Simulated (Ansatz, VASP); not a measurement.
## In2O3: VASP beside Ansatz

File INCAR:

```
  ALGO = Normal
  EDIFF = 1E-7
  ENCUT = 520
  GGA = PE
  ISIF = 2
  ISMEAR = 0
  LASPH = True
  LCHARG = False
  LREAL = False
  LWAVE = False
  NBANDS = 55
  NELM = 100
  PREC = Accurate
  SIGMA = 0.01
```

Contents of KPOINTS:

```
k-points
0
Gamma
  4 4 4
```

File POSCAR:

```
In2O3
1.0
    2.8154281134      1.6254881792      4.9674418956
   -2.8154281134      1.6254881792      4.9674418956
    0.0000000000     -3.2509763584      4.9674418956
In O
4 6
Direct
    0.8572457911      0.8572457911      0.8572457911
    0.3572457911      0.3572457911      0.3572457911
    0.1427542089      0.1427542089      0.1427542089
    0.6427542089      0.6427542089      0.6427542089
    0.4535242898      0.0464757102      0.7500000000
    0.0464757102      0.7500000000      0.4535242898
    0.5464757102      0.9535242898      0.2500000000
    0.2500000000      0.5464757102      0.9535242898
    0.9535242898      0.2500000000      0.5464757102
    0.7500000000      0.4535242898      0.0464757102
```

Input for Ansatz:

```yaml
crystal:
  lattice:
    - [2.8154281134, 1.6254881792, 4.9674418956]
    - [-2.8154281134, 1.6254881792, 4.9674418956]
    - [0.0, -3.2509763584, 4.9674418956]
  atoms:
    - { symbol: In, position: [0.8572457911, 0.8572457911, 0.8572457911] }
    - { symbol: In, position: [0.3572457911, 0.3572457911, 0.3572457911] }
    - { symbol: In, position: [0.1427542089, 0.1427542089, 0.1427542089] }
    - { symbol: In, position: [0.6427542089, 0.6427542089, 0.6427542089] }
    - { symbol: O, position: [0.4535242898, 0.0464757102, 0.75] }
    - { symbol: O, position: [0.0464757102, 0.75, 0.4535242898] }
    - { symbol: O, position: [0.5464757102, 0.9535242898, 0.25] }
    - { symbol: O, position: [0.25, 0.5464757102, 0.9535242898] }
    - { symbol: O, position: [0.9535242898, 0.25, 0.5464757102] }
    - { symbol: O, position: [0.75, 0.4535242898, 0.0464757102] }
kpoints:
  mp_grid: { grid: [4, 4, 4] }
hamiltonian:
  xc: pbe
scf:
  occupations: { method: fixed }
  n_extra_bands: 6
output:
  forces: true
  stress: true
  eigenvalues: true
```

Alike in both runs: task single point; functional PBE; k mesh 4 × 4 × 4; no spin polarisation.

|  | VASP | Ansatz |
| --- | --- | --- |
| version | VASP 6.6.1 | Ansatz 0.2.0 |
| potentials or method | VASP PAW PBE potentials, release 64 (In_d, O) | plane waves, PAW |
| plane-wave cutoff (eV) | 520 | 420 |
| occupations | gaussian, width 0.01 eV | fixed |
| valence electrons in the cell | 88 | 88 |

|  | VASP | Ansatz | Ansatz less VASP |
| --- | --- | --- | --- |
| gap on the k mesh at the Fermi level (eV) | 0.77 | 0.78 | +0.007 |
| pressure (GPa) | -3.9 | -4.3 | -0.34 |
| traceless stress, the component that is largest in VASP (GPa) | 0.32 | 0.42 | +0.107 |
| rms of the force components (eV/Å) | 0.024 | 0.019 | -0.0043 |

Atom by atom the forces differ by 0.006 eV/Å (rms over components).
